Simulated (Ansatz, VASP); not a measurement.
One calculation of Rh, two programs

```xyz
1
Lattice="0.0000 1.8771 1.8771 1.8771 0.0000 1.8771 1.8771 1.8771 0.0000" Properties=species:S:1:pos:R:3 pbc="T T T"
Rh    0.0000    0.0000    0.0000
```

Alike in both runs: functional LDA; k mesh 18 × 18 × 18; occupations gaussian, width 0.1 eV; no spin polarisation.

Ansatz relaxed the structure, and its values are those at the end. VASP's run is a single point on that final structure, the one shown.

|  | VASP | Ansatz |
| --- | --- | --- |
| version | VASP 6.6.1 | Ansatz 0.2.0 |
| potentials or method | VASP PAW LDA potentials, release 64 (Rh_pv), cutoff 500 eV | scalar-relativistic, plane waves, PAW |
| valence electrons in the cell | 15 | 17 |

VASP gave:

- gap on the k mesh at the Fermi level (eV): none
- pressure (GPa): 0.9

Q: Which values does Ansatz return?

A: gap on the k mesh at the Fermi level (eV): none; pressure (GPa): 0.0.

Ansatz warns that its potentials were made for another functional, while VASP's fit it. LDA's correlation is that of Perdew and Zunger in VASP and of Perdew and Wang (1992) in Ansatz. A gap of «none» marks a metal or a gap that the smearing closes. VASP's potentials hold 15 valence electrons a cell and Ansatz's 17, so a difference there can come from the potentials and not from the codes.
